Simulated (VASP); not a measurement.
Wanted: the native input for a VASP 6.6.1 run.

```
Task                   : single point
Functional             : r2SCAN
Potentials or basis    : VASP PAW PBE potentials, release 64 (C)
Cutoff                 : 520 eV
k mesh                 : 12 × 12 × 6
Occupations            : gaussian, width 0.01 eV
Spin                   : no spin polarisation
Dipole correction      : no
Further INCAR settings : ALGO = Normal; EDIFF = 1e-07; NBANDS = 16
```

Crystal: C.

```
CELL_PARAMETERS angstrom
2.50320 0.00000 0.00000
-1.25160 2.16783 0.00000
0.00000 0.00000 3.98252
ATOMIC_POSITIONS crystal
C 0.33333 0.66667 0.99977
C 0.66667 0.33333 0.49977
C 0.33333 0.66667 0.37523
C 0.66667 0.33333 0.87523
```

This cell differs from its parent crystal: uniaxial z strain -4.5%.

These files were run (other wordings do the same):

POSCAR

```
C
1.0
    2.5031953697      0.0000000000      0.0000000000
   -1.2515976849      2.1678307808      0.0000000000
    0.0000000000      0.0000000000      3.9825208275
C
4
Direct
    0.3333333333      0.6666666667     -0.0002302957
    0.6666666667      0.3333333333      0.4997697043
    0.3333333333      0.6666666667      0.3752302957
    0.6666666667      0.3333333333      0.8752302957
```

INCAR.step1

```
SYSTEM = C
PREC = Accurate ; ENCUT = 520
ISMEAR = 0 ; SIGMA = 0.01
LREAL = .False. ; LASPH = .True.
NELM = 100 ; NBANDS = 16
GGA = PE ; ALGO = Normal
EDIFF = 1E-4 ; LWAVE = .True.
LCHARG = .False.
```

INCAR.step2

```
SYSTEM = C
PREC = Accurate ; ENCUT = 520
EDIFF = 1E-7 ; ISMEAR = 0
SIGMA = 0.01 ; LREAL = .False.
LASPH = .True. ; NELM = 100
ALGO = Normal ; ISIF = 2
LWAVE = .False. ; LCHARG = .False.
METAGGA = R2SCAN ; LMIXTAU = .True.
NBANDS = 16 ; ISTART = 1
```

KPOINTS

```
regular mesh
0
Gamma
  12 12 6
  0 0 0
```

Potentials or basis: VASP PAW PBE potentials, release 64 (C).

Launch:

```bash
$ cat potpaw_PBE.64/C/POTCAR > POTCAR
$ cp INCAR.step1 INCAR
$ mpirun -np 1 vasp_std > vasp.out
$ cp INCAR.step2 INCAR
$ mpirun -np 1 vasp_std > vasp.out
```

Results of the run:

```json
{"Pressure": "25.4 GPa", "Largest force": "0.011 eV/Å", "Band gap on the k mesh": "3.51 eV, indirect (least direct gap 4.67 eV)"}
```

Caveat: the cell differs from its parent crystal (uniaxial z strain -4.5%); the PAW data sets were made with another functional, which shifts forces and pressure a little.

Run time: 42 s on 1 thread of Intel(R) Xeon(R) 6975P-C (Granite Rapids) (shared host), peak memory 0.14 GiB.
